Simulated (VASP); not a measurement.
Runs of VASP 6.6.1 on PdPt. The structure is that of space group R-3m (No. 166), or close to it. The cells are those of the table. 

| task | potentials or basis | cell | cutoff (eV) | second run | gap on the mesh (eV) | pressure (GPa) |
| --- | --- | --- | --- | --- | --- | --- |
| single point | VASP PAW LDA potentials, release 64 (Pd_sv_GW, Pt_sv_GW) | a = 4.047 Å, angles 33.7°, 2 atoms | 540 | valence_matched | none | 409.4 |
| single point | VASP PAW LDA potentials, release 64 (Pd, Pt) | a = 4.047 Å, angles 33.7°, 2 atoms | 520 | - | none | 416.9 |
| electric field gradients | VASP PAW LDA potentials, release 64 (Pd_sv_GW, Pt_sv_GW) | a = 3.931 Å, angles 33.7°, 2 atoms | 470 | valence_matched | none | (a) |
| relaxation of shape and atoms at fixed volume | VASP PAW LDA potentials, release 64 (Pd, Pt) | relaxed from a = 4.665 Å, angles 33.3°, 2 atoms | 600 | - | none | 19.0 |
| relaxation of shape and atoms at fixed volume | VASP PAW LDA potentials, release 64 (Pd, Pt) | relaxed from a = 4.832 Å, angles 33.3°, 2 atoms | 600 | - | none | -10.7 |

Alike in all rows: level LDA; no spin polarisation; k mesh 15 × 15 × 15; smearing fermi-dirac 0.05 eV.

Task: Estimate the missing entries.

Result: (a) 599.9.

Caveats: spin-orbit coupling is left out, which moves the levels of the heavy elements.

A k mesh can miss the band edges, and the runs leave out spin-orbit coupling on Pd, Pt.

A gap of «none» marks levels without a gap at the run's occupations.

The runs don't all hold the same shells in valence.
